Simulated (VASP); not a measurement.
# Ru (P6_3/mmc) in VASP: a series of runs, part 2 of 2

VASP 6.6.1. Earlier steps stand in the parts before.

## Step 3: Single point, PBEsol

This run uses another cell than the first one, of 11.71 Å³/atom, 1.002 times its volume.

Input file INCAR:

```
SYSTEM = Ru
ALGO = Normal
EDIFF = 1E-6
ENCUT = 520
GGA = PS
ISIF = 2
ISMEAR = 0
LASPH = .True.
LCHARG = .False.
LREAL = .False.
LWAVE = .False.
NBANDS = 21
NELM = 100
PREC = Accurate
SIGMA = 0.15
```

Input file KPOINTS:

```
k-points
0
Gamma
  18 18 10
  0 0 0
```

Input file POSCAR:

```
Ru
1.0
    2.6520000000      0.0000000000      0.0000000000
   -1.3260000000      2.2966993709      0.0000000000
    0.0000000000      0.0000000000      3.8442000000
Ru
2
Direct
    0.3333333333      0.6666666667      0.2500000000
    0.6666666667      0.3333333333      0.7500000000
```

Potentials or basis: VASP PAW PBE potentials, release 64 (Ru_pv).

Launch:

```sh
$ cat potpaw_PBE.64/Ru_pv/POTCAR > POTCAR
$ mpirun -np 1 vasp_std > vasp.out
```

OUTCAR:

```text
SYSTEM = Ru
   EDIFF = 1E-6
   ENCUT = 520
   GGA = PS
   ISIF = 2
   ISMEAR = 0
   LASPH = .True.
   LREAL = .False.
   NELM = 100
   PREC = Accurate

 ion  position               nearest neighbor table
   1  0.333  0.667  0.250-   2 2.46   2 2.46   2 2.46   2 2.46   2 2.46   2 2.46
   2  0.667  0.333  0.750-   1 2.46   1 2.46   1 2.46   1 2.46   1 2.46   1 2.46

  LATTYP: Found a hexagonal cell.
 ALAT       =     2.6520000000
 C/A-ratio  =     1.4495475113

  Lattice vectors:

 A1 = (   2.6520000000,   0.0000000000,   0.0000000000)
 A2 = (  -1.3260000000,   2.2966993709,   0.0000000000)
 A3 = (   0.0000000000,   0.0000000000,   3.8442000000)

Analysis of symmetry for initial positions (statically):
=====================================================================
 Subroutine PRICEL returns:
 Original cell was already a primitive cell.

 Routine SETGRP: Setting up the symmetry group for a
 hexagonal supercell.

 Subroutine GETGRP returns: Found 24 space group operations
 (whereof 12 operations were pure point group operations)
 out of a pool of 24 trial point group operations.

The static configuration has the point symmetry D_3d.
 The point group associated with its full space group is D_6h.

Analysis of symmetry for dynamics (positions and initial velocities):
=====================================================================
 Subroutine PRICEL returns:
 Original cell was already a primitive cell.

 Routine SETGRP: Setting up the symmetry group for a
 hexagonal supercell.

 Subroutine GETGRP returns: Found 24 space group operations
 (whereof 12 operations were pure point group operations)
 out of a pool of 24 trial point group operations.

The dynamic configuration has the point symmetry D_3d.
 The point group associated with its full space group is D_6h.

 Subroutine INISYM returns: Found 24 space group operations
 (whereof 12 operations are pure point group operations),
 and found     1 'primitive' translations

----------------------------------------------------------------------------------------

                                     Primitive cell

  volume of cell :      23.4144

  direct lattice vectors                    reciprocal lattice vectors
     2.652000000  0.000000000  0.000000000     0.377073906  0.217703721  0.000000000
    -1.326000000  2.296699371  0.000000000     0.000000000  0.435407443  0.000000000
     0.000000000  0.000000000  3.844200000     0.000000000  0.000000000  0.260132147

  length of vectors
     2.652000000  2.652000000  3.844200000     0.435407443  0.435407443  0.260132147

  position of ions in fractional coordinates (direct lattice)
     0.333333333  0.666666667  0.250000000
     0.666666667  0.333333333  0.750000000

  ion indices of the primitive-cell ions
   primitive index   ion index
                 1           1
                 2           2

----------------------------------------------------------------------------------------

 KPOINTS: k-points

Automatic generation of k-mesh.
 Grid dimensions read from file:
 generate k-points for:   18   18   10

 Generating k-lattice:

  Cartesian coordinates                     Fractional coordinates (reciprocal lattice)
     0.020948550  0.012094651  0.000000000     0.055555556 -0.000000000  0.000000000
     0.000000000  0.024189302  0.000000000     0.000000000  0.055555556  0.000000000
     0.000000000  0.000000000  0.026013215     0.000000000  0.000000000  0.100000000

  Length of vectors
     0.024189302  0.024189302  0.026013215

  Shift w.r.t. Gamma in fractional coordinates (k-lattice)
     0.000000000  0.000000000  0.000000000

 Subroutine IBZKPT returns following result:
 ===========================================

 Found    222 irreducible k-points:

 Following reciprocal coordinates:
            Coordinates               Weight
  0.000000  0.000000  0.000000      1.000000
  0.055556 -0.000000  0.000000      6.000000
  0.111111 -0.000000  0.000000      6.000000
  0.166667 -0.000000  0.000000      6.000000
  0.222222 -0.000000  0.000000      6.000000
  0.277778  0.000000  0.000000      6.000000
[... 16 lines left out ...]
  0.333333  0.111111  0.000000     12.000000
  0.388889  0.111111  0.000000     12.000000
 [... further k-points ...]
   k-points           NKPTS =    222   k-points in BZ     NKDIM =    222   number of bands    NBANDS=     21
   number of dos      NEDOS =    301   number of ions     NIONS =      2
   total plane-waves  NPLWV =  12000
   dimension x,y,z NGX =    20 NGY =   20 NGZ =   30
   dimension x,y,z NGXF=    40 NGYF=   40 NGZF=   60
   ions per type =               2
   NGX,Y,Z   is equivalent  to a cutoff of  12.54, 12.54, 12.97 a.u.
   NGXF,Y,Z  is equivalent  to a cutoff of  25.07, 25.07, 25.95 a.u.
 SYSTEM =  Ru
   PREC   = accura    normal or accurate (medium, high low for compatibility)
   ISTART =      0    job   : 0-new  1-cont  2-samecut
   ICHARG =      2    charge: 1-file 2-atom 10-const
   ISPIN  =      1    spin polarized calculation?
   LNONCOLLINEAR =      F non collinear calculations
   LSORBIT =      F    spin-orbit coupling
   LASPH  =      T    aspherical Exc in radial PAW
   ENCUT  =  520.0 eV  38.22 Ry    6.18 a.u.   4.93  4.93  7.15*2*pi/ulx,y,z
   NELM   =    100;   NELMIN=  2; NELMDL= -5     # of ELM steps
   EDIFF  = 0.1E-05   stopping-criterion for ELM
   LREAL  =      F    real-space projection
   EDIFFG = 0.1E-04   stopping-criterion for IOM
   NSW    =      0    number of steps for IOM
   IBRION =     -1    ionic relax: 0-MD 1-quasi-New 2-CG
   NFREE  =      0    steps in history (QN), initial steepest desc. (CG)
   ISIF   =      2    stress and relaxation
   ISYM   =      2    0-nonsym 1-usesym 2-fastsym
   POTIM  = 0.5000    time-step for ionic-motion
   TEBEG  =    0.0;   TEEND  =   0.0 temperature during run
   PSTRESS=    0.0 pullay stress
   NELECT =      28.0000    total number of electrons
   NUPDOWN=      -1.0000    fix difference up-down
   EMIN   =  10.00;   EMAX   =-10.00  energy-range for DOS
   EFERMI =   0.00;   METHOD = LEGACY
   ISMEAR =     0;   SIGMA  =   0.15  broadening in eV -4-tet -1-fermi 0-gaus
   EFERMI_NEDOS =   21; number of points for ismear=-14 and -15
   IALGO  =     38    algorithm
   IMIX   =      4    mixing-type and parameters
     AMIX     =   0.40;   BMIX     =  1.00
     AMIX_MAG =   1.60;   BMIX_MAG =  1.00
  volume/ion in A,a.u.               =      11.71        79.00
  Fermi-wavevector in a.u.,A,eV,Ry     =   1.737666  3.283713 41.082560  3.019483
  Thomas-Fermi vector in A             =   2.810846
   LORBIT       =      0    0 simple, 1 ext, 2 COOP (PROOUT), +10 PAW based schemes
   GGA     = PS    functional components
   LHFCALC =     F    Hartree Fock is set to
   AEXX    =    0.0000 exact exchange contribution
   IVDW    =     0    specifies the selected vdW correction
   LEPSILON=     F    determine dielectric tensor
   LRPA    =     F    only Hartree local field effects (RPA)
 non-spin polarized calculation
 Gauss-broadening in eV      SIGMA  =   0.15
  energy-cutoff  :      520.00
  volume of cell :       23.41
 maximum number of plane-waves:       650
 NGX is ok and might be reduce to    20
   NGX =  9   NGY =  9   NGZ = 15

 number of electron      28.0000004 magnetization

 Free energy of the ion-electron system (eV)
  ---------------------------------------------------
  ext. energy  EPLUGINS =         0.00000000
  ---------------------------------------------------
  free energy    TOTEN  =       -19.51171219 eV

  energy without entropy =      -19.49537026  energy(sigma->0) =      -19.50354122

 E-fermi :  15.6686     XC(G=0): -15.2041

 val. band max:       15.6607824500   @ k =   0.1667  -0.0000   0.4000
 cond. band min:      15.6697068447   @ k =   0.2222   0.1111   0.2000
 fundamental gap:      0.0089243947
 Fermi energy:        15.6685986766

 k-point     1 :       0.0000    0.0000    0.0000
  band No.  band energies     occupation
      1     -28.8519      2.00000
      2     -27.3418      2.00000
      3     -27.3418      2.00000
      4     -26.9336      2.00000
      5     -26.9336      2.00000
      6     -26.7092      2.00000
[... 13 lines left out ...]
     20      25.7825      0.00000
     21      28.9611      0.00000
[... 529 lines left out ...]
 k-point    24 :       0.3889    0.1111    0.0000
  band No.  band energies     occupation
      1     -28.2350      2.00000
      2     -28.0385      2.00000
      3     -27.8322      2.00000
      4     -27.7016      2.00000
      5     -27.3354      2.00000
      6     -27.0960      2.00000
[... 13 lines left out ...]
     20      25.7809      0.00000
     21      27.8489      0.00000

 [... further k-points ...]

------------------------ aborting loop because EDIFF is reached ----------------------------------------

  FORCE on cell =-STRESS in cart. coord.  units (eV):
  Direction    XX          YY          ZZ          XY          YZ          ZX
  --------------------------------------------------------------------------------------
  -------------------------------------------------------------------------------------
  Total        6.6750881      6.6750881     15.9935079      0.0000000      0.0000000     -0.0000000
  in kB      456.7556628    456.7556628   1094.3863457      0.0000000      0.0000000     -0.0000000
  external PRESSURE =     669.2992238 kB  Pullay stress =       0.0000000 kB

 VOLUME and BASIS-vectors are now :
 -----------------------------------------------------------------------------
  energy-cutoff  :      520.00
  volume of cell :       23.41
      direct lattice vectors                 reciprocal lattice vectors
     2.652000000  0.000000000  0.000000000     0.377073906  0.217703721  0.000000000
    -1.326000000  2.296699371  0.000000000     0.000000000  0.435407443  0.000000000
     0.000000000  0.000000000  3.844200000     0.000000000  0.000000000  0.260132147

 POSITION                                       TOTAL-FORCE (eV/Angst)
 -----------------------------------------------------------------------------------
     -0.00000      1.53113      0.96105         0.000000     -0.000000      0.000000
      1.32600      0.76557      2.88315        -0.000000      0.000000      0.000000
 -----------------------------------------------------------------------------------
    total drift:                               -0.000000      0.000000     -0.000000

  FREE ENERGIE OF THE ION-ELECTRON SYSTEM (eV)
  ---------------------------------------------------
  free  energy   TOTEN  =       -19.5117121879 eV

  energy  without entropy=      -19.4953702592  energy(sigma->0) =      -19.50354122
```

OSZICAR:

```text
N       E                     dE             d eps       ncg     rms          rms(c)
DAV:   1     0.289290781445E+03    0.28929E+03   -0.17462E+04  9361   0.152E+03
DAV:   2    -0.148720736138E+02   -0.30416E+03   -0.29431E+03  9489   0.455E+02
DAV:   3    -0.207959572610E+02   -0.59239E+01   -0.58935E+01 11079   0.715E+01
DAV:   4    -0.208370240555E+02   -0.41067E-01   -0.40996E-01 11295   0.579E+00
DAV:   5    -0.208375276551E+02   -0.50360E-03   -0.49872E-03 10454   0.582E-01    0.280E+01
DAV:   6    -0.196533108538E+02    0.11842E+01   -0.23564E+00 10899   0.151E+01    0.987E+00
DAV:   7    -0.195232700698E+02    0.13004E+00   -0.46461E-01 10484   0.572E+00    0.173E+00
DAV:   8    -0.195121427022E+02    0.11127E-01   -0.25995E-02 10359   0.182E+00    0.225E-01
DAV:   9    -0.195116939530E+02    0.44875E-03   -0.58849E-04 10569   0.278E-01    0.328E-02
DAV:  10    -0.195117124150E+02   -0.18462E-04   -0.25293E-05 10764   0.459E-02    0.134E-02
DAV:  11    -0.195117121879E+02    0.22712E-06   -0.76083E-06 10239   0.278E-02
   1 F= -.19511712E+02 E0= -.19503541E+02  d E =-.163419E-01
```

stdout:

```text
POSCAR found type information on POSCAR Ru
 POSCAR found :  1 types and       2 ions
 scaLAPACK will be used
 -----------------------------------------------------------------------------
|                                                                             |
|                                                                             |
|     You enforced a specific xc type in the INCAR file but a different       |
|     I HOPE YOU KNOW WHAT YOU ARE DOING!                                     |
|                                                                             |
 -----------------------------------------------------------------------------

 LDA part: xc-table for (Slater+PW92), standard interpolation
 POSCAR, INCAR and KPOINTS ok, starting setup
 FFT: planning ... GRIDC
 FFT: planning ... GRID_SOFT
 FFT: planning ... GRID
 WAVECAR not read
 entering main loop
```

It took 37 s on 1 thread of AMD EPYC 9R45 (Zen 5), shared host; peak memory 0.17 GiB.

What came out:

```yaml
Free_energy: -19.5117 eV
Pressure: 66.9 GPa
Band_gap_on_the_k_mesh: zero (band 14 reaches 17.27 eV, above the bottom of band 15 at 13.49 eV)
```

Caveat: the PAW data sets were made with another functional, which shifts forces and pressure a little.

## Step 4: Single point, PBEsol

This run uses another cell than the first one, of 11.72 Å³/atom, 1.004 times its volume.

Input file INCAR:

```
ALGO = Normal ; EDIFF = 1E-7
ENCUT = 520 ; GGA = PS
ISIF = 2 ; ISMEAR = 0
LASPH = True ; LCHARG = True
LELF = True ; LREAL = False
LVHAR = True ; LWAVE = False
NBANDS = 21 ; NELM = 80
PREC = Accurate ; SIGMA = 0.15
```

Input file KPOINTS:

```
k-points
0
Gamma
  18 18 10
```

Input file POSCAR:

```
Ru
1.0
    2.6896847531      0.0000000000      0.0000000000
   -1.3448423765      2.3293353243      0.0000000000
    0.0000000000      0.0000000000      3.7421000000
Ru
2
Direct
    0.3333333333      0.6666666667      0.2500000000
    0.6666666667      0.3333333333      0.7500000000
```

Launch:

```sh
$ cat potpaw_PBE.64/Ru_pv/POTCAR > POTCAR
$ mpirun -np 1 vasp_std > vasp.out
```

Wall time 45 s (1 thread of AMD EPYC 9R45 (Zen 5), shared host); peak memory 0.16 GiB.

Results (log left out):

```yaml
Free_energy: -19.2246 eV
Pressure: 71.3 GPa
Band_gap_on_the_k_mesh: zero (band 14 reaches 17.38 eV, above the bottom of band 15 at 13.92 eV)
```

Stress tensor (GPa, compression positive):
```
 43.10   0.00   0.00
  0.00  43.10   0.00
  0.00   0.00 127.79
```

Levels at points of the mesh, in eV from the Fermi level:
```csv
k point,band 11,band 12,band 13,band 14,band 15,band 16,band 17,band 18
"(0.00, 0.00, 0.00)",-3.00,-3.00,-2.32,-2.32,-1.65,1.35,1.35,3.26
"(0.50, 0.00, 0.00)",-2.62,-1.58,-1.05,0.74,1.73,3.07,4.40,6.65
"(0.00, 0.00, 0.50)",-4.27,-4.27,-2.36,-2.36,0.95,0.95,0.95,0.95
"(0.50, 0.00, 0.50)",-2.01,-2.01,0.36,0.36,1.41,1.41,3.65,3.65
```

Caveat: the PAW data sets were made with another functional, which shifts forces and pressure a little.

## Step 5: The runs side by side

```csv
cell,gap on the mesh (eV),pressure (GPa)
"a = 2.614, b = 2.614, c = 3.946 Å, angles 90.0, 90.0, 120.0°, 2 atoms",none,65.0
"a = 2.652, b = 2.652, c = 3.844 Å, angles 90.0, 90.0, 120.0°, 2 atoms",none,66.9
"a = 2.690, b = 2.690, c = 3.742 Å, angles 90.0, 90.0, 120.0°, 2 atoms",none,71.3
```

Alike in all rows: task single point; level PBEsol; potentials or basis VASP PAW PBE potentials, release 64 (Ru_pv); no spin polarisation; k mesh 18 × 18 × 10; cutoff (eV) 520; smearing gaussian 0.15 eV.

Caveats: the PAW data sets were made with another functional, which shifts forces and pressure a little.

Absolute energies hang on the potentials; compare differences alone.
